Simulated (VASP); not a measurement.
Runs of VASP 6.6.1 on Zr. The structure is that of space group P6_3/mmc (No. 194), or close to it. The cells are those of the table. 

```tsv
cell	gap on the mesh (eV)	pressure (GPa)
a = 3.205, b = 3.205, c = 5.104 Å, angles 90.0, 90.0, 120.0°, 2 atoms	none	3.1
a = 3.177, b = 3.177, c = 5.060 Å, angles 90.0, 90.0, 120.0°, 2 atoms	none	5.9
a = 3.259, b = 3.259, c = 5.190 Å, angles 90.0, 90.0, 120.0°, 2 atoms	none	-1.6
a = 3.336, b = 3.336, c = 5.313 Å, angles 90.0, 90.0, 120.0°, 2 atoms	none	(b)
a = 3.120, b = 3.120, c = 4.969 Å, angles 90.0, 90.0, 120.0°, 2 atoms	none	(a)
```

Alike in all rows: task single point; level PBE; potentials or basis VASP PAW PBE potentials, release 64 (Zr_sv); no spin polarisation; k mesh 10 × 10 × 5; cutoff (eV) 520; smearing fermi-dirac 0.15 eV.

Q: Estimate the missing entries.

A: (a) 12.4; (b) -7.0.

A k mesh can miss the band edges, and the runs leave out spin-orbit coupling on Zr.

A gap of «none» marks levels without a gap at the run's occupations.
